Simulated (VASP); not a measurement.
Input of a VASP 6.6.1 run:

File INCAR:

```
  PREC = Accurate
  ENCUT = 600
  EDIFF = 1E-7
  ISMEAR = -1
  SIGMA = 0.1
  LREAL = False
  LASPH = True
  NELM = 120
  ALGO = Normal
  ISIF = 3
  LWAVE = False
  LCHARG = False
  GGA = PE
  IBRION = 2
  NSW = 60
  EDIFFG = -0.01
  GGA_COMPAT = False
  NELMIN = 4
```

File KPOINTS:

```
regular mesh
0
Gamma
  6 6 6
```

Contents of POSCAR:

```
SrO
1.0
    0.0000000000      2.5302430000      2.5302430000
    2.5302430000      0.0000000000      2.5302430000
    2.5302430000      2.5302430000      0.0000000000
Sr O
1 1
Direct
    0.0000000000      0.0000000000      0.0000000000
    0.5000000000      0.5000000000      0.5000000000
```

Potentials or basis: VASP PAW PBE potentials, release 64 (Sr_sv, O).

Command:

```sh
$ cat potpaw_PBE.64/Sr_sv/POTCAR potpaw_PBE.64/O/POTCAR > POTCAR
$ mpirun -np 1 vasp_std > vasp.out
```

**Question.** Estimate the space group after relaxing (to 0.05 Å).

**Answer.** Fm-3m (No. 225).

**Question.** What does it give for the relaxed cell?

**Answer.** a = 3.680 Å, b = 3.680 Å, c = 3.680 Å, α = 60.00°, β = 60.00°, γ = 60.00°.

**Question.** Estimate the relaxed volume.

**Answer.** 17.62 Å³/atom.

**Question.** Estimate the band gap on the k mesh.

**Answer.** 3.28 eV, indirect (least direct gap 3.39 eV).

Final structure:
```
Sr O
1.0
     0.00000    2.60212    2.60212
     2.60212    0.00000    2.60212
     2.60212    2.60212    0.00000
Sr O
1 1
Direct
  0.00000 0.00000 0.00000
  0.50000 0.50000 0.50000
```

A k mesh can miss the band edges.
